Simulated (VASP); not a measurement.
A run of VASP 6.6.1 is set up as follows.

The input POSCAR:

```
Ge
1.0
    0.0000000000      2.7906767997      2.7906767997
    2.7906767997      0.0000000000      2.7906767997
    2.7906767997      2.7906767997      0.0000000000
Ge
2
Direct
    0.7500000000      0.7500000000      0.7500000000
    0.5000000000      0.5000000000      0.5000000000
```

INCAR.step1

```
SYSTEM = Ge
PREC     = Accurate       ! precision mode
ENCUT    = 520            ! plane-wave cutoff, eV
EDIFF    = 1E-5           ! SCF threshold, eV
ISMEAR   = -1             ! smearing method
SIGMA    = 0.05           ! smearing width, eV
LREAL    = .False.        ! projectors in reciprocal space
LASPH    = .True.         ! aspherical terms in the spheres
NELM     = 80             ! most SCF steps
ALGO     = Normal         ! electronic algorithm
ISIF     = 2              ! what is computed and relaxed
LWAVE    = .True.         ! write WAVECAR
NBANDS   = 21             ! bands
GGA      = PE             ! functional
```

The input INCAR.step2:

```
SYSTEM = Ge
PREC     = Accurate       ! precision mode
ENCUT    = 520            ! plane-wave cutoff, eV
EDIFF    = 1E-6           ! SCF threshold, eV
ISMEAR   = -1             ! smearing method
SIGMA    = 0.05           ! smearing width, eV
LREAL    = .False.        ! projectors in reciprocal space
LASPH    = .True.         ! aspherical terms in the spheres
NELM     = 80             ! most SCF steps
ALGO     = Normal         ! electronic algorithm
ISIF     = 2              ! what is computed and relaxed
LWAVE    = .False.        ! write WAVECAR
LCHARG   = .True.         ! write CHGCAR
GGA      = PE             ! functional
LHFCALC  = .True.         ! exact exchange
AEXX     = 0.25           ! exact-exchange fraction
PRECFOCK = Normal       
LELF     = .True.         ! ELF
LVHAR    = .True.       
NBANDS   = 21             ! bands
ISTART   = 1
```

Contents of KPOINTS:

```
Automatic mesh
0
Gamma
  4 4 4
  0 0 0
```

Potentials or basis: VASP PAW PBE potentials, release 64 (Ge_d).

Run with:

```sh
$ cat potpaw_PBE.64/Ge_d/POTCAR > POTCAR
$ cp INCAR.step1 INCAR
$ mpirun -np 1 vasp_std > vasp.out
$ cp INCAR.step2 INCAR
$ mpirun -np 1 vasp_std > vasp.out
```

What does it give for the pressure?

4.5 GPa.

Predict the band gap on the k mesh.

1.75 eV, indirect (least direct gap 2.12 eV).

Caveat: the k points lie up to 0.49 Å⁻¹ apart; the PAW data sets were made with another functional, which shifts forces and pressure a little. A k mesh can miss the band edges.
